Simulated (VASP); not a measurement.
Ti3Se, 4 atoms in the cell. It takes space group P-6m2 (No. 187, hexagonal). Conventional cell: a = 3.197 Å, b = 3.197 Å, c = 7.943 Å, α = 90.00°, β = 90.00°, γ = 120.00°. Ti (site symmetry 3m) has 3 Se at 2.58 Å and 9 Ti at 2.85 to 3.20 Å within 3.4 Å. Ti (site symmetry -6m2) has 12 Ti at 2.85 to 3.20 Å within 3.8 Å. Se (site symmetry -6m2) has 6 Ti at 2.58 Å and 6 Se at 3.20 Å within 3.4 Å. 

* Program: VASP 6.6.1
* Task: single point
* Functional: PBEsol
* Potentials or basis: VASP PAW PBE potentials, release 64 (Ti_sv, Se)
* Cutoff: 500 eV
* k mesh: 8 × 8 × 3
* Occupations: fermi-dirac, width 0.1 eV
* Spin: no spin polarisation
* Dipole correction: no
* Further INCAR settings: ALGO = Normal; EDIFF = 1e-06; NBANDS = 29

Potentials or basis: VASP PAW PBE potentials, release 64 (Ti_sv, Se).

The run is started by

```console
$ cat potpaw_PBE.64/Ti_sv/POTCAR potpaw_PBE.64/Se/POTCAR > POTCAR
$ mpirun -np 1 vasp_std > vasp.out
```

Hardware: 1 thread of AMD EPYC 7571 (shared host).

Task: Estimate the wall time of this run.

Result: Run time: 100 s on 1 thread of AMD EPYC 7571 (shared host), peak memory 0.15 GiB. Counts: scf iterations 16, k points 20.
